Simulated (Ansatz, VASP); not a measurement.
## Te2Mo in VASP and in Ansatz

The input INCAR:

```
SYSTEM = Te2Mo
PREC     = Accurate       ! precision mode
ENCUT    = 520            ! plane-wave cutoff, eV
EDIFF    = 1E-7           ! SCF threshold, eV
ISMEAR   = -1             ! smearing method
SIGMA    = 0.05           ! smearing width, eV
LREAL    = .FALSE.        ! projectors in reciprocal space
LASPH    = .TRUE.         ! aspherical terms in the spheres
NELM     = 80             ! most SCF steps
ALGO     = Normal         ! electronic algorithm
ISIF     = 2              ! what is computed and relaxed
LWAVE    = .FALSE.        ! write WAVECAR
LCHARG   = .FALSE.        ! write CHGCAR
GGA      = RE             ! functional
NBANDS   = 64             ! bands
```

Contents of KPOINTS:

```
regular mesh
0
G
  9 9 1
  0 0 0
```

Contents of POSCAR:

```
Te2Mo
1.0
    3.5613831954      0.0000000000      0.0000000000
   -1.7806915977      3.0842483198      0.0000000000
    0.0000000000      0.0000000000     38.9902681400
Te Mo
8 4
Direct
    0.3333333333      0.6666666667      0.3282231700
    0.3333333333      0.6666666667      0.9518180900
    0.6666666667      0.3333333333      0.1400809200
    0.6666666667      0.3333333333      0.7636306700
    0.6666666667      0.3333333333      0.0481819100
    0.6666666667      0.3333333333      0.6717768300
    0.3333333333      0.6666666667      0.2363693300
    0.3333333333      0.6666666667      0.8599190800
    0.6666666667      0.3333333333      0.2823380000
    0.6666666667      0.3333333333      0.9058588400
    0.3333333333      0.6666666667      0.0941411600
    0.3333333333      0.6666666667      0.7176620000
```

The input input.yaml:

```yaml
crystal:
  lattice:
    - [3.5613831954, 0.0, 0.0]
    - [-1.7806915977, 3.0842483198, 0.0]
    - [0.0, 0.0, 38.99026814]
  atoms:
    - { symbol: Te, position: [0.3333333333, 0.6666666667, 0.32822317] }
    - { symbol: Te, position: [0.3333333333, 0.6666666667, 0.95181809] }
    - { symbol: Te, position: [0.6666666667, 0.3333333333, 0.14008092] }
    - { symbol: Te, position: [0.6666666667, 0.3333333333, 0.76363067] }
    - { symbol: Te, position: [0.6666666667, 0.3333333333, 0.04818191] }
    - { symbol: Te, position: [0.6666666667, 0.3333333333, 0.67177683] }
    - { symbol: Te, position: [0.3333333333, 0.6666666667, 0.23636933] }
    - { symbol: Te, position: [0.3333333333, 0.6666666667, 0.85991908] }
    - { symbol: Mo, position: [0.6666666667, 0.3333333333, 0.282338] }
    - { symbol: Mo, position: [0.6666666667, 0.3333333333, 0.90585884] }
    - { symbol: Mo, position: [0.3333333333, 0.6666666667, 0.09414116] }
    - { symbol: Mo, position: [0.3333333333, 0.6666666667, 0.717662] }
hamiltonian:
  xc: revpbe
  pseudopotentials: { kind: paw }
kpoints:
  mp_grid: { grid: [9, 9, 1] }
  band_path:
    path:
      - [[0.0, 0.0, 0.0], [0.5, 0.0, 0.0], [0.3333333333, 0.3333333333, 0.0], [0.0, 0.0, 0.0], [0.0, 0.0, 0.5], [0.5, 0.0, 0.5], [0.3333333333, 0.3333333333, 0.5], [0.0, 0.0, 0.5]]
      - [[0.5, 0.0, 0.5], [0.5, 0.0, 0.0]]
      - [[0.3333333333, 0.3333333333, 0.0], [0.3333333333, 0.3333333333, 0.5]]
    npoints: 10
scf:
  occupations: { method: fermi_dirac, width: 0.05 }
  n_extra_bands: 30
output:
  forces: true
  stress: true
  eigenvalues: true
  fatbands: false
```

Alike in both runs: functional revPBE; k mesh 9 × 9 × 1; occupations fermi-dirac, width 0.05 eV; no spin polarisation.

|  | VASP | Ansatz |
| --- | --- | --- |
| version | VASP 6.6.1 | Ansatz 0.2.0 |
| potentials or method | VASP PAW PBE potentials, release 64 (Te, Mo_sv) | Ansatz PAW |
| plane-wave cutoff (eV) | 520 | 420 |
| valence electrons in the cell | 104 | 184 |
| task | single point | band structure |

|  | VASP | Ansatz | Ansatz less VASP |
| --- | --- | --- | --- |
| gap on the k mesh at the Fermi level (eV) | 1.00 | 1.00 | +0.001 |
| least direct gap on the mesh (eV) | 1.00 | 1.00 | +0.001 |
| rms of the force components (eV/Å) | 0.133 | 0.130 | -0.0036 |

VASP's potentials were made for PBE, not for revPBE. Atom by atom the forces differ by 0.004 eV/Å (rms over components). VASP's potentials hold 104 valence electrons a cell and Ansatz's 184, so a difference there can come from the potentials and not from the codes.

Neither program's run includes spin-orbit coupling.
